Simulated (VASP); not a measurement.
# Zn8H (F-43m) in VASP: single point with PBE

Aim: the single point of Zn8H with PBE.

Program: VASP 6.6.1. These are calculated values, not measurements. Logs are shortened: lines on timing, memory, paths and dates and some standing lists are left out, and cuts for length are marked.

## (1) The cell of the first run

The structure is cubic, space group F-43m (No. 216). Conventional cell: a = 7.998 Å, b = 7.998 Å, c = 7.998 Å, α = 90.00°, β = 90.00°, γ = 90.00°. Within 2.4 Å of Zn (site symmetry 3m) lie 1 H at 1.84 Å. Zn (site symmetry 3m) has 12 Zn at 2.82 to 2.84 Å and 3 H at 3.31 Å within 3.7 Å. H (site symmetry -43m) has 4 Zn at 1.84 Å within 2.4 Å.

## (2) Single point, PBE

Input file INCAR:

```
PREC = Accurate
ENCUT = 520
EDIFF = 1E-7
ISMEAR = 0
SIGMA = 0.1
LREAL = F
LASPH = T
NELM = 60
ALGO = Fast
ISIF = 2
LWAVE = F
LCHARG = F
GGA = PE
NBANDS = 58
```

Input file KPOINTS:

```
regular mesh
0
Gamma
  6 6 6
```

Input file POSCAR:

```
Zn8H
1.0
    0.0000000000      3.9989448251      3.9989448251
    3.9989448251      0.0000000000      3.9989448251
    3.9989448251      3.9989448251      0.0000000000
Zn H
8 1
Direct
   -0.0076699957     -0.0076699957     -0.0076699957
   -0.0076699957     -0.0076699957      0.5230099871
   -0.0076699957      0.5230099871     -0.0076699957
    0.0009891578      0.4996702807      0.4996702807
    0.5230099871     -0.0076699957     -0.0076699957
    0.4996702807      0.0009891578      0.4996702807
    0.4996702807      0.4996702807      0.0009891578
    0.4996702807      0.4996702807      0.4996702807
    0.1250000000      0.1250000000      0.1250000000
```

Potentials or basis: VASP PAW PBE potentials, release 64 (Zn, H).

The run is started by

```console
$ cat potpaw_PBE.64/Zn/POTCAR potpaw_PBE.64/H/POTCAR > POTCAR
$ mpirun -np 1 vasp_std > vasp.out
```

OUTCAR:

```text
PREC = Accurate
   ENCUT = 520
   EDIFF = 1E-7
   ISMEAR = 0
   LREAL = F
   LASPH = T
   NELM = 60
   ISIF = 2
   GGA = PE

 ion  position               nearest neighbor table
   1  0.992  0.992  0.992-   9 1.84   3 2.65   5 2.65   2 2.65   4 2.83   6 2.83   6 2.83   7 2.83
                             4 2.83   7 2.83   5 3.00   3 3.00   2 3.00
   2  0.992  0.992  0.523-   9 1.84   3 2.65   5 2.65   1 2.65   6 2.83   4 2.83   8 2.83   8 2.83
                             6 2.83   4 2.83   5 3.00   3 3.00   1 3.00
   3  0.992  0.523  0.992-   9 1.84   2 2.65   5 2.65   1 2.65   7 2.83   4 2.83   8 2.83   8 2.83
                             7 2.83   4 2.83   5 3.00   2 3.00   1 3.00
   4  0.001  0.500  0.500-   6 2.82   7 2.82   8 2.82   3 2.83   2 2.83   1 2.83   1 2.83   3 2.83
                             2 2.83   6 2.84   7 2.84   8 2.84
   5  0.523  0.992  0.992-   9 1.84   2 2.65   3 2.65   1 2.65   7 2.83   6 2.83   8 2.83   8 2.83
                             7 2.83   6 2.83   3 3.00   2 3.00   1 3.00
   6  0.500  0.001  0.500-   4 2.82   7 2.82   8 2.82   5 2.83   2 2.83   1 2.83   1 2.83   2 2.83
                             5 2.83   8 2.84   4 2.84   7 2.84
   7  0.500  0.500  0.001-   4 2.82   6 2.82   8 2.82   5 2.83   3 2.83   1 2.83   1 2.83   3 2.83
                             5 2.83   4 2.84   8 2.84   6 2.84
   8  0.500  0.500  0.500-   4 2.82   6 2.82   7 2.82   3 2.83   5 2.83   2 2.83   5 2.83   2 2.83
                             3 2.83   4 2.84   6 2.84   7 2.84
   9  0.125  0.125  0.125-   1 1.84   2 1.84   3 1.84   5 1.84

  LATTYP: Found a face centered cubic cell.
 ALAT       =     7.9978896502

  Lattice vectors:

 A1 = (   0.0000000000,   3.9989448251,   3.9989448251)
 A2 = (   3.9989448251,   0.0000000000,   3.9989448251)
 A3 = (   3.9989448251,   3.9989448251,   0.0000000000)

Analysis of symmetry for initial positions (statically):
=====================================================================
 Subroutine PRICEL returns:
 Original cell was already a primitive cell.

 Routine SETGRP: Setting up the symmetry group for a
 face centered cubic supercell.

 Subroutine GETGRP returns: Found 24 space group operations
 (whereof  6 operations were pure point group operations)
 out of a pool of 48 trial point group operations.

The static configuration has the point symmetry C_3v.
 The point group associated with its full space group is T_d .

Analysis of symmetry for dynamics (positions and initial velocities):
=====================================================================
 Subroutine PRICEL returns:
 Original cell was already a primitive cell.

 Routine SETGRP: Setting up the symmetry group for a
 face centered cubic supercell.

 Subroutine GETGRP returns: Found 24 space group operations
 (whereof  6 operations were pure point group operations)
 out of a pool of 48 trial point group operations.

The dynamic configuration has the point symmetry C_3v.
 The point group associated with its full space group is T_d .

 Subroutine INISYM returns: Found 24 space group operations
 (whereof  6 operations are pure point group operations),
 and found     1 'primitive' translations

----------------------------------------------------------------------------------------

                                     Primitive cell

  volume of cell :     127.8987

  direct lattice vectors                    reciprocal lattice vectors
     0.000000000  3.998944825  3.998944825    -0.125032983  0.125032983  0.125032983
     3.998944825  0.000000000  3.998944825     0.125032983 -0.125032983  0.125032983
     3.998944825  3.998944825  0.000000000     0.125032983  0.125032983 -0.125032983

  length of vectors
     5.655362007  5.655362007  5.655362007     0.216563479  0.216563479  0.216563479

  position of ions in fractional coordinates (direct lattice)
     0.992330004  0.992330004  0.992330004
     0.992330004  0.992330004  0.523009987
     0.992330004  0.523009987  0.992330004
     0.000989158  0.499670281  0.499670281
     0.523009987  0.992330004  0.992330004
     0.499670281  0.000989158  0.499670281
     0.499670281  0.499670281  0.000989158
     0.499670281  0.499670281  0.499670281
     0.125000000  0.125000000  0.125000000

  ion indices of the primitive-cell ions
   primitive index   ion index
                 1           1
                 2           2
                 3           3
                 4           4
                 5           5
                 6           6
                 7           7
                 8           8
                 9           9

----------------------------------------------------------------------------------------

 KPOINTS: regular mesh

Automatic generation of k-mesh.
 Grid dimensions read from file:
 generate k-points for:    6    6    6

 Generating k-lattice:

  Cartesian coordinates                     Fractional coordinates (reciprocal lattice)
    -0.020838830  0.020838830  0.020838830     0.166666667  0.000000000  0.000000000
     0.020838830 -0.020838830  0.020838830     0.000000000  0.166666667  0.000000000
     0.020838830  0.020838830 -0.020838830     0.000000000  0.000000000  0.166666667

  Length of vectors
     0.036093913  0.036093913  0.036093913

  Shift w.r.t. Gamma in fractional coordinates (k-lattice)
     0.000000000  0.000000000  0.000000000

 Subroutine IBZKPT returns following result:
 ===========================================

 Found     16 irreducible k-points:

 Following reciprocal coordinates:
            Coordinates               Weight
  0.000000  0.000000  0.000000      1.000000
  0.166667  0.000000  0.000000      8.000000
  0.333333  0.000000  0.000000      8.000000
  0.500000  0.000000  0.000000      4.000000
  0.166667  0.166667  0.000000      6.000000
  0.333333  0.166667  0.000000     24.000000
[... 8 lines left out ...]
 -0.333333  0.333333  0.166667     24.000000
 -0.333333  0.500000  0.166667     12.000000
   k-points           NKPTS =     16   k-points in BZ     NKDIM =     16   number of bands    NBANDS=     58
   number of dos      NEDOS =    301   number of ions     NIONS =      9
   total plane-waves  NPLWV =  74088
   dimension x,y,z NGX =    42 NGY =   42 NGZ =   42
   dimension x,y,z NGXF=    84 NGYF=   84 NGZF=   84
   ions per type =               8   1
   NGX,Y,Z   is equivalent  to a cutoff of  12.35, 12.35, 12.35 a.u.
   NGXF,Y,Z  is equivalent  to a cutoff of  24.69, 24.69, 24.69 a.u.
 SYSTEM =  unknown system
   PREC   = accura    normal or accurate (medium, high low for compatibility)
   ISTART =      0    job   : 0-new  1-cont  2-samecut
   ICHARG =      2    charge: 1-file 2-atom 10-const
   ISPIN  =      1    spin polarized calculation?
   LNONCOLLINEAR =      F non collinear calculations
   LSORBIT =      F    spin-orbit coupling
   LASPH  =      T    aspherical Exc in radial PAW
   ENCUT  =  520.0 eV  38.22 Ry    6.18 a.u.  10.52 10.52 10.52*2*pi/ulx,y,z
   NELM   =     60;   NELMIN=  2; NELMDL= -5     # of ELM steps
   EDIFF  = 0.1E-06   stopping-criterion for ELM
   LREAL  =      F    real-space projection
   EDIFFG = 0.1E-05   stopping-criterion for IOM
   NSW    =      0    number of steps for IOM
   IBRION =     -1    ionic relax: 0-MD 1-quasi-New 2-CG
   NFREE  =      0    steps in history (QN), initial steepest desc. (CG)
   ISIF   =      2    stress and relaxation
   ISYM   =      2    0-nonsym 1-usesym 2-fastsym
   POTIM  = 0.5000    time-step for ionic-motion
   TEBEG  =    0.0;   TEEND  =   0.0 temperature during run
   PSTRESS=    0.0 pullay stress
   NELECT =      97.0000    total number of electrons
   NUPDOWN=      -1.0000    fix difference up-down
   EMIN   =  10.00;   EMAX   =-10.00  energy-range for DOS
   EFERMI =   0.00;   METHOD = LEGACY
   ISMEAR =     0;   SIGMA  =   0.10  broadening in eV -4-tet -1-fermi 0-gaus
   EFERMI_NEDOS =   21; number of points for ismear=-14 and -15
   IALGO  =     68    algorithm
   IMIX   =      4    mixing-type and parameters
     AMIX     =   0.40;   BMIX     =  1.00
     AMIX_MAG =   1.60;   BMIX_MAG =  1.00
  volume/ion in A,a.u.               =      14.21        95.90
  Fermi-wavevector in a.u.,A,eV,Ry     =   1.492943  2.821254 30.325752  2.228880
  Thomas-Fermi vector in A             =   2.605407
   LORBIT       =      0    0 simple, 1 ext, 2 COOP (PROOUT), +10 PAW based schemes
   GGA     = PE    functional components
   LHFCALC =     F    Hartree Fock is set to
   AEXX    =    0.0000 exact exchange contribution
   IVDW    =     0    specifies the selected vdW correction
   LEPSILON=     F    determine dielectric tensor
   LRPA    =     F    only Hartree local field effects (RPA)
 non-spin polarized calculation
 RMM-DIIS sequential band-by-band and
 Gauss-broadening in eV      SIGMA  =   0.10
  energy-cutoff  :      520.00
  volume of cell :      127.90
 maximum number of plane-waves:      3479
   NGX = 21   NGY = 21   NGZ = 21

 number of electron      97.0000058 magnetization

 Free energy of the ion-electron system (eV)
  ---------------------------------------------------
  ext. energy  EPLUGINS =         0.00000000
  ---------------------------------------------------
  free energy    TOTEN  =       -11.17283585 eV

  energy without entropy =      -11.15480156  energy(sigma->0) =      -11.16381870

 E-fermi :   2.7783     XC(G=0): -11.3936

 val. band max:        2.7769456729   @ k =  -0.3333   0.3333   0.0000
 cond. band min:       2.8266679576   @ k =  -0.3333   0.1667   0.0000
 fundamental gap:      0.0497222847
 Fermi energy:         2.7783084059

 k-point     1 :       0.0000    0.0000    0.0000
  band No.  band energies     occupation
      1      -7.7695      2.00000
      2      -5.9107      2.00000
      3      -5.3563      2.00000
      4      -5.3563      2.00000
      5      -5.3563      2.00000
      6      -5.3061      2.00000
[... 965 lines left out ...]
     57       8.5166      0.00000
     58       9.0588      0.00000

------------------------ aborting loop because EDIFF is reached ----------------------------------------

  FORCE on cell =-STRESS in cart. coord.  units (eV):
  Direction    XX          YY          ZZ          XY          YZ          ZX
  --------------------------------------------------------------------------------------
  -------------------------------------------------------------------------------------
  Total        0.2178570      0.2178570      0.2178570      0.0000000      0.0000000      0.0000000
  in kB        2.7290769      2.7290769      2.7290769      0.0000000      0.0000000      0.0000000
  external PRESSURE =       2.7290769 kB  Pullay stress =       0.0000000 kB

 VOLUME and BASIS-vectors are now :
 -----------------------------------------------------------------------------
  energy-cutoff  :      520.00
  volume of cell :      127.90
      direct lattice vectors                 reciprocal lattice vectors
     0.000000000  3.998944825  3.998944825    -0.125032983  0.125032983  0.125032983
     3.998944825  0.000000000  3.998944825     0.125032983 -0.125032983  0.125032983
     3.998944825  3.998944825  0.000000000     0.125032983  0.125032983 -0.125032983

 POSITION                                       TOTAL-FORCE (eV/Angst)
 -----------------------------------------------------------------------------------
      7.93655      7.93655      7.93655        -0.000535     -0.000535     -0.000535
      6.05976      6.05976      7.93655         0.000535      0.000535     -0.000535
      6.05976      7.93655      6.05976         0.000535     -0.000535      0.000535
      3.99631      2.00211      2.00211         0.000247     -0.000247     -0.000247
      7.93655      6.05976      6.05976        -0.000535      0.000535      0.000535
      2.00211      3.99631      2.00211        -0.000247      0.000247     -0.000247
      2.00211      2.00211      3.99631        -0.000247     -0.000247      0.000247
      3.99631      3.99631      3.99631         0.000247      0.000247      0.000247
      0.99974      0.99974      0.99974         0.000000      0.000000      0.000000
 -----------------------------------------------------------------------------------
    total drift:                                0.000003      0.000003      0.000002

  FREE ENERGIE OF THE ION-ELECTRON SYSTEM (eV)
  ---------------------------------------------------
  free  energy   TOTEN  =       -11.1728358452 eV

  energy  without entropy=      -11.1548015645  energy(sigma->0) =      -11.16381870
```

Wall time 2.2 min (1 thread of Intel Xeon Platinum 8259CL at 2.50GHz (Skylake/Cascade Lake), shared host); peak memory 0.29 GiB.

What came out:

| Item | Value |
| --- | --- |
| Free energy | -11.1728 eV |
| Pressure | 0.3 GPa |

Levels at points of the mesh, in eV from the Fermi level:
```
           k point  band 45  band 46  band 47  band 48  band 49  band 50  band 51  band 52  band 53  band 54
(0.00, 0.00, 0.00)    -2.69    -2.14    -1.49    -1.49    -1.49    -1.28    -0.82    -0.82     1.47     1.47
(0.50, 0.00, 0.00)    -2.81    -2.73    -2.63    -2.63     0.97     1.91     2.03     2.03     2.26     2.26
(0.50, 0.50, 0.00)    -4.47    -4.47     0.36     1.91     2.10     2.44     2.71     2.71     3.85     3.85
```
